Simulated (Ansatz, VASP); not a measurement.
**One calculation of Si, two programs**

The input INCAR:

```
PREC     = Accurate       # precision mode
ENCUT    = 520            # plane-wave cutoff, eV
EDIFF    = 1E-6           # SCF threshold, eV
ISMEAR   = 0              # smearing method
SIGMA    = 0.03           # smearing width, eV
LREAL    = F              # projectors in reciprocal space
LASPH    = T              # aspherical terms in the spheres
NELM     = 80             # most SCF steps
ALGO     = Normal         # electronic algorithm
ISIF     = 2              # what is computed and relaxed
LWAVE    = F              # write WAVECAR
LCHARG   = F              # write CHGCAR
NBANDS   = 16             # bands
```

The input KPOINTS:

```
Automatic mesh
0
Gamma
  12 12 6
```

Contents of POSCAR:

```
Si
1.0
    3.8313174605      0.0000000000      0.0000000000
   -1.9156587303      3.8157209884      0.0000000000
    0.0000000000      0.0000000000      6.3326220002
Si
4
Direct
    0.3333333333      0.6666666667      0.0630095000
    0.6666666667      0.3333333333      0.5630095000
    0.3333333333      0.6666666667      0.4369905000
    0.6666666667      0.3333333333      0.9369905000
```

Input for Ansatz:

```yaml
crystal:
  lattice:
    - [3.8313174605, 0.0, 0.0]
    - [-1.9156587303, 3.8157209884, 0.0]
    - [0.0, 0.0, 6.3326220002]
  atoms:
    - { symbol: Si, position: [0.3333333333, 0.6666666667, 0.0630095] }
    - { symbol: Si, position: [0.6666666667, 0.3333333333, 0.5630095] }
    - { symbol: Si, position: [0.3333333333, 0.6666666667, 0.4369905] }
    - { symbol: Si, position: [0.6666666667, 0.3333333333, 0.9369905] }
basis:
  ecutwfc: 420
kpoints:
  mp_grid: { grid: [12, 12, 6] }
hamiltonian:
  xc: lda
scf:
  occupations: { method: gaussian, width: 0.03 }
output:
  forces: true
  stress: true
  eigenvalues: true
```

Change from the starting cell: strain +0.1500 x Voigt [0, 1, 0, 0, 0, 0], atoms carried along.

Alike in both runs: task single point; functional LDA; k mesh 12 × 12 × 6; occupations gaussian, width 0.03 eV; no spin polarisation.

```csv
,VASP,Ansatz
version,VASP 6.6.1,Ansatz 0.2.0
potentials or method,"VASP PAW LDA potentials, release 64 (Si), cutoff 520 eV","scalar-relativistic, plane waves, PAW"
valence electrons in the cell,16,16
```

|  | VASP | Ansatz | Ansatz less VASP |
| --- | --- | --- | --- |
| gap on the k mesh at the Fermi level (eV) | none | none | - |
| pressure (GPa) | -9.6 | -9.6 | -0.02 |
| traceless stress, the component that is largest in VASP (GPa) | -10.21 | -10.16 | +0.044 |
| rms of the force components (eV/Å) | 0.278 | 0.277 | -0.0004 |

LDA's correlation is that of Perdew and Zunger in VASP and of Perdew and Wang (1992) in Ansatz. Atom by atom the forces differ by 0.002 eV/Å (rms over components). A gap of «none» marks a metal or a gap that the smearing closes.
